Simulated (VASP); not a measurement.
# CdS (P6_3mc) in VASP: notebook

Runs on CdS. Level: LDA. Tasks: electric field gradients.

All numbers are computed with VASP 6.6.1; they aren't measurements. Logs are shortened: lines on timing, memory, paths and dates and some standing lists are left out, and cuts for length are marked.

## Step 1: The cell of the first run

Symmetry: P6_3mc, No. 186, hexagonal system. The conventional cell has a = 4.162 Å, b = 4.162 Å, c = 6.794 Å, α = 90.00°, β = 90.00°, γ = 120.00°. Within 3.3 Å of Cd (site symmetry 3m) lie 4 S at 2.53 to 2.62 Å. Within 3.3 Å of S (site symmetry 3m) lie 4 Cd at 2.53 to 2.62 Å.

## Step 2: Electric field gradients, LDA (volume scaled by 1.02)

INCAR reads:

```
PREC = Accurate
ENCUT = 520
EDIFF = 1E-8
ISMEAR = -1
SIGMA = 0.02
LREAL = F
LASPH = T
NELM = 100
ALGO = Normal
ISIF = 2
LWAVE = F
LCHARG = F
GGA = CA
LEFG = T
NBANDS = 26
```

KPOINTS reads:

```
Automatic mesh
0
Gamma
  8 8 4
```

POSCAR reads:

```
CdS
1.0
    4.1621827776      0.0000000000      0.0000000000
   -2.0810913888      3.6045560206      0.0000000000
    0.0000000000      0.0000000000      6.7936966668
Cd S
2 2
Direct
    0.3333333333      0.6666666667      0.0000000000
    0.6666666667      0.3333333333      0.5000000000
    0.3333333333      0.6666666667      0.3850000000
    0.6666666667      0.3333333333      0.8850000000
```

Potentials or basis: VASP PAW LDA potentials, release 64 (Cd, S).

Command:

```sh
cat potpaw_LDA.64/Cd/POTCAR potpaw_LDA.64/S/POTCAR > POTCAR
mpirun -np 1 vasp_std > vasp.out
```

OUTCAR:

```text
PREC = Accurate
   ENCUT = 520
   EDIFF = 1E-8
   ISMEAR = -1
   LREAL = F
   LASPH = T
   NELM = 100
   ISIF = 2
   GGA = CA

 ion  position               nearest neighbor table
   1  0.333  0.667  0.000-   4 2.53   4 2.53   4 2.53   3 2.62
   2  0.667  0.333  0.500-   3 2.53   3 2.53   3 2.53   4 2.62
   3  0.333  0.667  0.385-   2 2.53   2 2.53   2 2.53   1 2.62
   4  0.667  0.333  0.885-   1 2.53   1 2.53   1 2.53   2 2.62

  LATTYP: Found a hexagonal cell.
 ALAT       =     4.1621827776
 C/A-ratio  =     1.6322437120

  Lattice vectors:

 A1 = (   4.1621827776,   0.0000000000,   0.0000000000)
 A2 = (  -2.0810913888,   3.6045560206,   0.0000000000)
 A3 = (   0.0000000000,   0.0000000000,   6.7936966668)

Analysis of symmetry for initial positions (statically):
=====================================================================
 Subroutine PRICEL returns:
 Original cell was already a primitive cell.

 Routine SETGRP: Setting up the symmetry group for a
 hexagonal supercell.

 Subroutine GETGRP returns: Found 12 space group operations
 (whereof  6 operations were pure point group operations)
 out of a pool of 24 trial point group operations.

The static configuration has the point symmetry C_3v.
 The point group associated with its full space group is C_6v.

Analysis of symmetry for dynamics (positions and initial velocities):
=====================================================================
 Subroutine PRICEL returns:
 Original cell was already a primitive cell.

 Routine SETGRP: Setting up the symmetry group for a
 hexagonal supercell.

 Subroutine GETGRP returns: Found 12 space group operations
 (whereof  6 operations were pure point group operations)
 out of a pool of 24 trial point group operations.

The dynamic configuration has the point symmetry C_3v.
 The point group associated with its full space group is C_6v.

 Subroutine INISYM returns: Found 12 space group operations
 (whereof  6 operations are pure point group operations),
 and found     1 'primitive' translations

----------------------------------------------------------------------------------------

                                     Primitive cell

[... 133 lines left out ...]

 Free energy of the ion-electron system (eV)
  ---------------------------------------------------
  ext. energy  EPLUGINS =         0.00000000
  ---------------------------------------------------
  free energy    TOTEN  =       -14.73983925 eV

  energy without entropy =      -14.73983925  energy(sigma->0) =      -14.73983925

 E-fermi :   1.3314     XC(G=0):  -9.4580

 val. band max:        0.8875175879   @ k =   0.0000   0.0000   0.0000
 cond. band min:       1.8144039279   @ k =   0.0000   0.0000   0.0000
 fundamental gap:      0.9268863400
 Fermi energy:         1.3313922671

 k-point     1 :       0.0000    0.0000    0.0000
  band No.  band energies     occupation
      1     -11.3075      2.00000
      2     -10.8986      2.00000
      3      -6.7898      2.00000
      4      -6.7898      2.00000
      5      -6.7246      2.00000
      6      -6.7246      2.00000
[... 685 lines left out ...]
     25       9.0862      0.00000
     26       9.0862      0.00000

 [... further k-points ...]
[... 5 lines left out ...]
  --------------------------------------------------------------------------------------
  -------------------------------------------------------------------------------------
  Total       -1.7716114     -1.7716114     -2.8203134      0.0000000      0.0000000      0.0000000
  in kB      -27.8483821    -27.8483821    -44.3331789      0.0000000      0.0000000      0.0000000
  external PRESSURE =     -33.3433143 kB  Pullay stress =       0.0000000 kB

 VOLUME and BASIS-vectors are now :
 -----------------------------------------------------------------------------
  energy-cutoff  :      520.00
  volume of cell :      101.92
      direct lattice vectors                 reciprocal lattice vectors
     4.162182778  0.000000000  0.000000000     0.240258550  0.138713339  0.000000000
    -2.081091389  3.604556021  0.000000000     0.000000000  0.277426677  0.000000000
     0.000000000  0.000000000  6.793696667     0.000000000  0.000000000  0.147195268

 POSITION                                       TOTAL-FORCE (eV/Angst)
 -----------------------------------------------------------------------------------
     -0.00000      2.40304      0.00000         0.000000     -0.000000      0.227569
      2.08109      1.20152      3.39685        -0.000000      0.000000      0.227569
     -0.00000      2.40304      2.61557        -0.000000     -0.000000     -0.227569
      2.08109      1.20152      6.01242         0.000000     -0.000000     -0.227569
 -----------------------------------------------------------------------------------
    total drift:                               -0.000000     -0.000000     -0.000297

  FREE ENERGIE OF THE ION-ELECTRON SYSTEM (eV)
  ---------------------------------------------------
  free  energy   TOTEN  =       -14.7398392465 eV

  energy  without entropy=      -14.7398392465  energy(sigma->0) =      -14.73983925

 Electric field gradients (V/A^2)
---------------------------------------------------------------------
 ion       V_xx      V_yy      V_zz      V_xy      V_xz      V_yz
---------------------------------------------------------------------
   1     -17.410   -17.409    34.818     0.001     0.000    -0.000
   2     -17.410   -17.409    34.818     0.001    -0.000     0.000
   3       3.683     3.683    -7.366     0.000    -0.000     0.000
   4       3.683     3.683    -7.366     0.000     0.000    -0.000
---------------------------------------------------------------------

 Electric field gradients after diagonalization (V/A^2)
 (convention: |V_zz| > |V_xx| > |V_yy|)
----------------------------------------------------------------------
 ion       V_xx      V_yy      V_zz     asymmetry (V_yy - V_xx)/ V_zz
----------------------------------------------------------------------
   1     -17.410   -17.409    34.818       0.000
   2     -17.410   -17.409    34.818       0.000
   3       3.683     3.683    -7.366       0.000
   4       3.683     3.683    -7.366       0.000
----------------------------------------------------------------------

           NMR quadrupolar parameters

 Cq : quadrupolar parameter    Cq=e*Q*V_zz/h
 eta: asymmetry parameters     (V_yy - V_xx)/ V_zz
 Q  : nuclear electric quadrupole moment in mb (millibarn)
----------------------------------------------------------------------
 ion       Cq(MHz)       eta       Q (mb)
----------------------------------------------------------------------
   1       0.084       0.000       1.000
   2       0.084       0.000       1.000
   3      -0.018       0.000       1.000
   4      -0.018       0.000       1.000
----------------------------------------------------------------------
```

OSZICAR:

```text
N       E                     dE             d eps       ncg     rms          rms(c)
DAV:   1     0.249182868387E+03    0.24918E+03   -0.17378E+04  1560   0.127E+03
DAV:   2    -0.123723628456E+01   -0.25042E+03   -0.24130E+03  1704   0.320E+02
DAV:   3    -0.156166704103E+02   -0.14379E+02   -0.14285E+02  1874   0.766E+01
DAV:   4    -0.157727264998E+02   -0.15606E+00   -0.15590E+00  1730   0.772E+00
DAV:   5    -0.157750891862E+02   -0.23627E-02   -0.23625E-02  1848   0.942E-01    0.108E+01
DAV:   6    -0.147882849010E+02    0.98680E+00   -0.17950E+00  2076   0.142E+01    0.847E+00
DAV:   7    -0.147532685976E+02    0.35016E-01   -0.57820E-01  1642   0.417E+00    0.369E+00
DAV:   8    -0.147417816205E+02    0.11487E-01   -0.83237E-02  1630   0.275E+00    0.465E-01
DAV:   9    -0.147399477317E+02    0.18339E-02   -0.13846E-02  1810   0.143E+00    0.124E-01
DAV:  10    -0.147398175806E+02    0.13015E-03   -0.89627E-04  1752   0.307E-01    0.876E-02
DAV:  11    -0.147398289482E+02   -0.11368E-04   -0.95050E-05  1702   0.582E-02    0.927E-02
DAV:  12    -0.147398326565E+02   -0.37083E-05   -0.11709E-05  1724   0.251E-02    0.607E-02
DAV:  13    -0.147398434235E+02   -0.10767E-04   -0.20227E-05  1594   0.350E-02    0.462E-02
DAV:  14    -0.147398418301E+02    0.15934E-05   -0.30961E-06  1800   0.215E-02    0.388E-02
DAV:  15    -0.147398392823E+02    0.25478E-05   -0.59109E-06  1588   0.101E-02    0.603E-03
DAV:  16    -0.147398392466E+02    0.35755E-07   -0.48239E-07  1806   0.406E-03    0.336E-03
DAV:  17    -0.147398392465E+02    0.40018E-10   -0.73631E-09   906   0.889E-04
   1 F= -.14739839E+02 E0= -.14739839E+02  d E =-.203933E-11
```

stdout:

```text
POSCAR found type information on POSCAR CdS
 POSCAR found :  2 types and       4 ions
 scaLAPACK will be used
 LDA part: xc-table for (Slater(with rela. corr.)+CA(PZ))
 , standard interpolation
 POSCAR, INCAR and KPOINTS ok, starting setup
 FFT: planning ... GRIDC
 FFT: planning ... GRID_SOFT
 FFT: planning ... GRID
 WAVECAR not read
 entering main loop
ion   1

ion   2

ion   3

ion   4
```

Run time: 54 s. Hardware: 1 thread of Intel Xeon Platinum 8375C at 2.90GHz (Ice Lake), shared host; peak memory 0.22 GiB.

Results:

```
Free energy            : -14.7398 eV
Pressure               : -3.3 GPa
Largest force          : 0.228 eV/Å
Band gap on the k mesh : 0.93 eV, direct
```

Forces on the atoms (eV/Å):
```
Cd   0.000  0.000  0.228
Cd   0.000  0.000  0.228
S    0.000  0.000 -0.228
S    0.000  0.000 -0.228
```

Electric field gradients, principal values (V/Å²):
```
atom    least   middle  greatest (by size)
1 Cd  -17.409  -17.410              34.818
2 Cd  -17.409  -17.410              34.818
 3 S    3.683    3.683              -7.366
 4 S    3.683    3.683              -7.366
```

Caveat: without QUAD_EFG the Cq values of the log hold for a quadrupole moment of 1 mb, not for the nuclei.

## Step 3: Electric field gradients, LDA (volume scaled by 1.06)

INCAR reads:

```
ALGO = Normal
EDIFF = 1E-8
ENCUT = 520
ISIF = 2
ISMEAR = -1
LASPH = True
LCHARG = False
LEFG = True
LREAL = False
LWAVE = False
NBANDS = 26
NELM = 100
PREC = Accurate
SIGMA = 0.02
```

KPOINTS reads:

```
k-points
0
Gamma
  8 8 4
```

POSCAR reads:

```
CdS
1.0
    4.2158942859      0.0000000000      0.0000000000
   -2.1079471430      3.6510715513      0.0000000000
    0.0000000000      0.0000000000      6.8813669385
Cd S
2 2
Direct
    0.3333333333      0.6666666667      0.0000000000
    0.6666666667      0.3333333333      0.5000000000
    0.3333333333      0.6666666667      0.3850000000
    0.6666666667      0.3333333333      0.8850000000
```

Potentials or basis: VASP PAW LDA potentials, release 64 (Cd, S).

Command:

```sh
cat potpaw_LDA.64/Cd/POTCAR potpaw_LDA.64/S/POTCAR > POTCAR
mpirun -np 1 vasp_std > vasp.out
```

OUTCAR:

```text
EDIFF = 1E-8
   ENCUT = 520
   ISIF = 2
   ISMEAR = -1
   LASPH = True
   LREAL = False
   NELM = 100
   PREC = Accurate

 ion  position               nearest neighbor table
   1  0.333  0.667  0.000-   4 2.56   4 2.56   4 2.56   3 2.65
   2  0.667  0.333  0.500-   3 2.56   3 2.56   3 2.56   4 2.65
   3  0.333  0.667  0.385-   2 2.56   2 2.56   2 2.56   1 2.65
   4  0.667  0.333  0.885-   1 2.56   1 2.56   1 2.56   2 2.65

  LATTYP: Found a hexagonal cell.
 ALAT       =     4.2158942859
 C/A-ratio  =     1.6322437120

  Lattice vectors:

 A1 = (   4.2158942859,   0.0000000000,   0.0000000000)
 A2 = (  -2.1079471430,   3.6510715513,   0.0000000000)
 A3 = (   0.0000000000,   0.0000000000,   6.8813669385)

[... 922 lines left out ...]
---------------------------------------------------------------------
   1     -16.518   -16.516    33.034     0.001     0.000    -0.000
   2     -16.518   -16.516    33.034     0.001    -0.000     0.000
   3       4.033     4.033    -8.066     0.000    -0.000     0.000
   4       4.033     4.033    -8.066     0.000     0.000    -0.000
---------------------------------------------------------------------

 Electric field gradients after diagonalization (V/A^2)
 (convention: |V_zz| > |V_xx| > |V_yy|)
----------------------------------------------------------------------
 ion       V_xx      V_yy      V_zz     asymmetry (V_yy - V_xx)/ V_zz
----------------------------------------------------------------------
   1     -16.519   -16.515    33.034       0.000
   2     -16.519   -16.515    33.034       0.000
   3       4.033     4.033    -8.066       0.000
   4       4.033     4.033    -8.066       0.000
----------------------------------------------------------------------

           NMR quadrupolar parameters

 Cq : quadrupolar parameter    Cq=e*Q*V_zz/h
 eta: asymmetry parameters     (V_yy - V_xx)/ V_zz
 Q  : nuclear electric quadrupole moment in mb (millibarn)
----------------------------------------------------------------------
 ion       Cq(MHz)       eta       Q (mb)
----------------------------------------------------------------------
   1       0.080       0.000       1.000
   2       0.080       0.000       1.000
   3      -0.020       0.000       1.000
   4      -0.020       0.000       1.000
----------------------------------------------------------------------
```

stdout:

```text
POSCAR found type information on POSCAR CdS
 POSCAR found :  2 types and       4 ions
 scaLAPACK will be used
 LDA part: xc-table for (Slater(with rela. corr.)+CA(PZ))
 , standard interpolation
 POSCAR, INCAR and KPOINTS ok, starting setup
 FFT: planning ... GRIDC
 FFT: planning ... GRID_SOFT
 FFT: planning ... GRID
 WAVECAR not read
 entering main loop
ion   1

ion   2

ion   3

ion   4
```

Run time: 56 s. Hardware: 1 thread of Intel Xeon Platinum 8375C at 2.90GHz (Ice Lake), shared host; peak memory 0.22 GiB.

What came out:

```yaml
Free_energy: -14.6339 eV
Pressure: -5.1 GPa
Largest_force: 0.193 eV/Å
Band_gap_on_the_k_mesh: 0.84 eV, direct
```

Forces on the atoms (eV/Å):
```
Cd   0.000  0.000  0.193
Cd   0.000  0.000  0.193
S    0.000  0.000 -0.193
S    0.000  0.000 -0.193
```

Stress tensor (GPa, compression positive):
```
-4.74  0.00  0.00
 0.00 -4.74  0.00
 0.00  0.00 -5.93
```

Electric field gradients, principal values (V/Å²):
| atom | least | middle | greatest (by size) |
| --- | --- | --- | --- |
| 1 Cd | -16.515 | -16.519 | 33.034 |
| 2 Cd | -16.515 | -16.519 | 33.034 |
| 3 S | 4.033 | 4.033 | -8.066 |
| 4 S | 4.033 | 4.033 | -8.066 |

Caveat: without QUAD_EFG the Cq values of the log hold for a quadrupole moment of 1 mb, not for the nuclei.
